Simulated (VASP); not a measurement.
# Ca (P4/mmm) in VASP: further runs, part 2 of 3

VASP 6.6.1. Earlier steps stand in the parts before.

**4. Single point, PBEsol**

This run uses another cell than the first one, of 18.24 Å³/atom, 1.062 times its volume.

The input, INCAR:

```
SYSTEM = Ca
PREC = Accurate ; ENCUT = 520
EDIFF = 1E-6 ; ISMEAR = -1
SIGMA = 0.1 ; LREAL = .False.
LASPH = .True. ; NELM = 80
ALGO = Normal ; ISIF = 2
LWAVE = .False. ; LCHARG = .True.
GGA = PS ; LELF = .True.
LVHAR = .True. ; NBANDS = 11
```

The input, KPOINTS:

```
regular mesh
0
Gamma
  13 13 13
  0 0 0
```

The input, POSCAR:

```
Ca
1.0
    2.6411500000      0.0000000000      0.0000000000
    0.0000000000      2.6411500000      0.0000000000
    0.0000000000      0.0000000000      2.6150000000
Ca
1
Direct
    0.0000000000      0.0000000000      0.0000000000
```

Potentials or basis: VASP PAW PBE potentials, release 64 (Ca_sv).

Run with:

```sh
> cat potpaw_PBE.64/Ca_sv/POTCAR > POTCAR
> mpirun -np 1 vasp_std > vasp.out
```

OUTCAR:

```text
SYSTEM = Ca
   PREC = Accurate
   ENCUT = 520
   EDIFF = 1E-6
   ISMEAR = -1
   LREAL = .False.
   LASPH = .True.
   NELM = 80
   ISIF = 2
   GGA = PS

 ion  position               nearest neighbor table
   1  0.000  0.000  0.000-

  LATTYP: Found a simple tetragonal cell.
 ALAT       =     2.6411500000
 C/A-ratio  =     0.9900990099

  Lattice vectors:

 A1 = (   2.6411500000,   0.0000000000,   0.0000000000)
 A2 = (   0.0000000000,   2.6411500000,   0.0000000000)
 A3 = (   0.0000000000,   0.0000000000,   2.6150000000)

Analysis of symmetry for initial positions (statically):
=====================================================================
 Subroutine PRICEL returns:
 Original cell was already a primitive cell.

 Routine SETGRP: Setting up the symmetry group for a
 simple tetragonal supercell.

 Subroutine GETGRP returns: Found 16 space group operations
 (whereof 16 operations were pure point group operations)
 out of a pool of 16 trial point group operations.

The static configuration has the point symmetry D_4h.

Analysis of symmetry for dynamics (positions and initial velocities):
=====================================================================
 Subroutine PRICEL returns:
 Original cell was already a primitive cell.

 Routine SETGRP: Setting up the symmetry group for a
 simple tetragonal supercell.

 Subroutine GETGRP returns: Found 16 space group operations
 (whereof 16 operations were pure point group operations)
 out of a pool of 16 trial point group operations.

The dynamic configuration has the point symmetry D_4h.

 Subroutine INISYM returns: Found 16 space group operations
 (whereof 16 operations are pure point group operations),
 and found     1 'primitive' translations

----------------------------------------------------------------------------------------

                                     Primitive cell

  volume of cell :      18.2414

  direct lattice vectors                    reciprocal lattice vectors
     2.641150000  0.000000000  0.000000000     0.378622948  0.000000000  0.000000000
     0.000000000  2.641150000  0.000000000     0.000000000  0.378622948  0.000000000
     0.000000000  0.000000000  2.615000000     0.000000000  0.000000000  0.382409178

  length of vectors
     2.641150000  2.641150000  2.615000000     0.378622948  0.378622948  0.382409178

  position of ions in fractional coordinates (direct lattice)
     0.000000000  0.000000000  0.000000000

  ion indices of the primitive-cell ions
   primitive index   ion index
                 1           1

----------------------------------------------------------------------------------------

 KPOINTS: regular mesh

Automatic generation of k-mesh.
 Grid dimensions read from file:
 generate k-points for:   13   13   13

 Generating k-lattice:

  Cartesian coordinates                     Fractional coordinates (reciprocal lattice)
     0.029124842  0.000000000  0.000000000     0.076923077  0.000000000  0.000000000
     0.000000000  0.029124842  0.000000000     0.000000000  0.076923077  0.000000000
     0.000000000  0.000000000  0.029416091     0.000000000  0.000000000  0.076923077

  Length of vectors
     0.029124842  0.029124842  0.029416091

  Shift w.r.t. Gamma in fractional coordinates (k-lattice)
     0.000000000  0.000000000  0.000000000

 Subroutine IBZKPT returns following result:
 ===========================================

 Found    196 irreducible k-points:

 Following reciprocal coordinates:
            Coordinates               Weight
  0.000000  0.000000  0.000000      1.000000
  0.076923  0.000000  0.000000      4.000000
  0.153846  0.000000  0.000000      4.000000
  0.230769  0.000000  0.000000      4.000000
  0.307692  0.000000  0.000000      4.000000
  0.384615  0.000000  0.000000      4.000000
[... 16 lines left out ...]
  0.307692  0.307692  0.000000      4.000000
  0.384615  0.307692  0.000000      8.000000
 [... further k-points ...]
   k-points           NKPTS =    196   k-points in BZ     NKDIM =    196   number of bands    NBANDS=     11
   number of dos      NEDOS =    301   number of ions     NIONS =      1
   total plane-waves  NPLWV =   8000
   dimension x,y,z NGX =    20 NGY =   20 NGZ =   20
   dimension x,y,z NGXF=    40 NGYF=   40 NGZF=   40
   ions per type =               1
   NGX,Y,Z   is equivalent  to a cutoff of  12.59, 12.59, 12.71 a.u.
   NGXF,Y,Z  is equivalent  to a cutoff of  25.18, 25.18, 25.43 a.u.
 SYSTEM =  Ca
   PREC   = accura    normal or accurate (medium, high low for compatibility)
   ISTART =      0    job   : 0-new  1-cont  2-samecut
   ICHARG =      2    charge: 1-file 2-atom 10-const
   ISPIN  =      1    spin polarized calculation?
   LNONCOLLINEAR =      F non collinear calculations
   LSORBIT =      F    spin-orbit coupling
   LASPH  =      T    aspherical Exc in radial PAW
   ENCUT  =  520.0 eV  38.22 Ry    6.18 a.u.   4.91  4.91  4.86*2*pi/ulx,y,z
   NELM   =     80;   NELMIN=  2; NELMDL= -5     # of ELM steps
   EDIFF  = 0.1E-05   stopping-criterion for ELM
   LREAL  =      F    real-space projection
   EDIFFG = 0.1E-04   stopping-criterion for IOM
   NSW    =      0    number of steps for IOM
   IBRION =     -1    ionic relax: 0-MD 1-quasi-New 2-CG
   NFREE  =      0    steps in history (QN), initial steepest desc. (CG)
   ISIF   =      2    stress and relaxation
   ISYM   =      2    0-nonsym 1-usesym 2-fastsym
   POTIM  = 0.5000    time-step for ionic-motion
   TEBEG  =    0.0;   TEEND  =   0.0 temperature during run
   PSTRESS=    0.0 pullay stress
   NELECT =      10.0000    total number of electrons
   NUPDOWN=      -1.0000    fix difference up-down
   EMIN   =  10.00;   EMAX   =-10.00  energy-range for DOS
   EFERMI =   0.00;   METHOD = LEGACY
   ISMEAR =    -1;   SIGMA  =   0.10  broadening in eV -4-tet -1-fermi 0-gaus
   EFERMI_NEDOS =   21; number of points for ismear=-14 and -15
   IALGO  =     38    algorithm
   IMIX   =      4    mixing-type and parameters
     AMIX     =   0.40;   BMIX     =  1.00
     AMIX_MAG =   1.60;   BMIX_MAG =  1.00
  volume/ion in A,a.u.               =      18.24       123.10
  Fermi-wavevector in a.u.,A,eV,Ry     =   1.339848  2.531946 24.425082  1.795193
  Thomas-Fermi vector in A             =   2.468208
   LORBIT       =      0    0 simple, 1 ext, 2 COOP (PROOUT), +10 PAW based schemes
   GGA     = PS    functional components
   LHFCALC =     F    Hartree Fock is set to
   AEXX    =    0.0000 exact exchange contribution
   IVDW    =     0    specifies the selected vdW correction
   LEPSILON=     F    determine dielectric tensor
   LRPA    =     F    only Hartree local field effects (RPA)
 non-spin polarized calculation
  energy-cutoff  :      520.00
  volume of cell :       18.24
 maximum number of plane-waves:       505
 NGX is ok and might be reduce to    20
   NGX =  9   NGY =  9   NGZ =  9

 number of electron      10.0000000 magnetization

 number of electron       9.9999998 magnetization

 Free energy of the ion-electron system (eV)
  ---------------------------------------------------
  ext. energy  EPLUGINS =         0.00000000
  ---------------------------------------------------
  free energy    TOTEN  =        -0.32011804 eV

  energy without entropy =       -0.30467467  energy(sigma->0) =       -0.31239635

 E-fermi :   6.2189     XC(G=0): -11.0362

 val. band max:        6.2171078388   @ k =   0.1538   0.0769   0.4615
 cond. band min:       6.2235330143   @ k =   0.1538   0.0000   0.4615
 fundamental gap:      0.0064251755
 Fermi energy:         6.2189344539

 k-point     1 :       0.0000    0.0000    0.0000
  band No.  band energies     occupation
      1     -35.0874      2.00000
      2     -14.8710      2.00000
      3     -14.8710      2.00000
      4     -14.8025      2.00000
      5       1.9748      2.00000
      6       6.2357      0.91641
      7       6.2432      0.87913
      8      14.0097      0.00000
      9      14.0917      0.00000
     10      14.0917      0.00000
     11      22.8397      0.00000

 k-point     2 :       0.0769    0.0000    0.0000
  band No.  band energies     occupation
      1     -35.0644      2.00000
      2     -15.0250      2.00000
      3     -14.8580      2.00000
      4     -14.7899      2.00000
      5       2.1630      2.00000
      6       6.2972      0.62751
      7       6.4270      0.22197
      8      13.7467      0.00000
      9      13.8383      0.00000
     10      14.1091      0.00000
     11      21.9304      0.00000
[... 295 lines left out ...]
 k-point    24 :       0.3846    0.3077    0.0000
  band No.  band energies     occupation
      1     -34.4583      2.00000
      2     -16.6724      2.00000
      3     -16.1818      2.00000
      4     -14.4638      2.00000
      5       4.7346      2.00000
      6       7.4884      0.00001
      7      10.7319      0.00000
      8      11.6812      0.00000
      9      11.8955      0.00000
     10      12.3588      0.00000
     11      17.5743      0.00000

 [... further k-points ...]
[... 5 lines left out ...]
  --------------------------------------------------------------------------------------
  -------------------------------------------------------------------------------------
  Total        4.1070337      4.1070337      4.2966611      0.0000000      0.0000000      0.0000000
  in kB      360.7289725    360.7289725    377.3843191      0.0000000      0.0000000      0.0000000
  external PRESSURE =     366.2807547 kB  Pullay stress =       0.0000000 kB

 VOLUME and BASIS-vectors are now :
 -----------------------------------------------------------------------------
  energy-cutoff  :      520.00
  volume of cell :       18.24
      direct lattice vectors                 reciprocal lattice vectors
     2.641150000  0.000000000  0.000000000     0.378622948  0.000000000  0.000000000
     0.000000000  2.641150000  0.000000000     0.000000000  0.378622948  0.000000000
     0.000000000  0.000000000  2.615000000     0.000000000  0.000000000  0.382409178

 POSITION                                       TOTAL-FORCE (eV/Angst)
 -----------------------------------------------------------------------------------
      0.00000      0.00000      0.00000         0.000000      0.000000      0.000000
 -----------------------------------------------------------------------------------
    total drift:                               -0.000000      0.000000      0.000000

  FREE ENERGIE OF THE ION-ELECTRON SYSTEM (eV)
  ---------------------------------------------------
  free  energy   TOTEN  =        -0.3201180354 eV

  energy  without entropy=       -0.3046746679  energy(sigma->0) =       -0.31239635
```

OSZICAR:

```text
N       E                     dE             d eps       ncg     rms          rms(c)
DAV:   1     0.717832853698E+02    0.71783E+02   -0.56433E+03  4320   0.940E+02
DAV:   2     0.918658074447E+00   -0.70865E+02   -0.69768E+02  4657   0.236E+02
DAV:   3    -0.386674374457E+00   -0.13053E+01   -0.12948E+01  5517   0.322E+01
DAV:   4    -0.421059529192E+00   -0.34385E-01   -0.34328E-01  5218   0.434E+00
DAV:   5    -0.421899896792E+00   -0.84037E-03   -0.84027E-03  5282   0.512E-01    0.285E+00
DAV:   6    -0.350131433991E+00    0.71768E-01   -0.34138E-02  5730   0.138E+00    0.146E+00
DAV:   7    -0.319913645699E+00    0.30218E-01   -0.40166E-02  6615   0.127E+00    0.163E-01
DAV:   8    -0.320126055235E+00   -0.21241E-03   -0.20189E-03  6667   0.474E-01    0.318E-02
DAV:   9    -0.320115564040E+00    0.10491E-04   -0.15793E-04  5695   0.110E-01    0.294E-02
DAV:  10    -0.320118233452E+00   -0.26694E-05   -0.90108E-06  4660   0.375E-02    0.122E-03
DAV:  11    -0.320118035357E+00    0.19809E-06   -0.33176E-07  2890   0.425E-03
   1 F= -.32011804E+00 E0= -.31239635E+00  d E =-.154434E-01
```

stdout:

```text
POSCAR found type information on POSCAR Ca
 POSCAR found :  1 types and       1 ions
 scaLAPACK will be used
 -----------------------------------------------------------------------------
|                                                                             |
|                                                                             |
|     You enforced a specific xc type in the INCAR file but a different       |
|     I HOPE YOU KNOW WHAT YOU ARE DOING!                                     |
|                                                                             |
 -----------------------------------------------------------------------------

 LDA part: xc-table for (Slater+PW92), standard interpolation
 POSCAR, INCAR and KPOINTS ok, starting setup
 FFT: planning ... GRIDC
 FFT: planning ... GRID_SOFT
 FFT: planning ... GRID
 WAVECAR not read
 entering main loop
```

Wall time 15 s (1 thread of Intel Xeon Platinum 8488C (Sapphire Rapids), shared host); peak memory 0.15 GiB.

What came out:

* Free energy: -0.3201 eV
* Pressure: 36.6 GPa
* Band gap on the k mesh: zero (band 5 reaches 6.35 eV, above the bottom of band 6 at 5.78 eV)

Stress tensor (GPa, compression positive):
```
36.07  0.00  0.00
 0.00 36.07  0.00
 0.00  0.00 37.74
```

Caveat: the PAW data sets were made with another functional, which shifts forces and pressure a little.

(Part 2 of 3 ends here.)
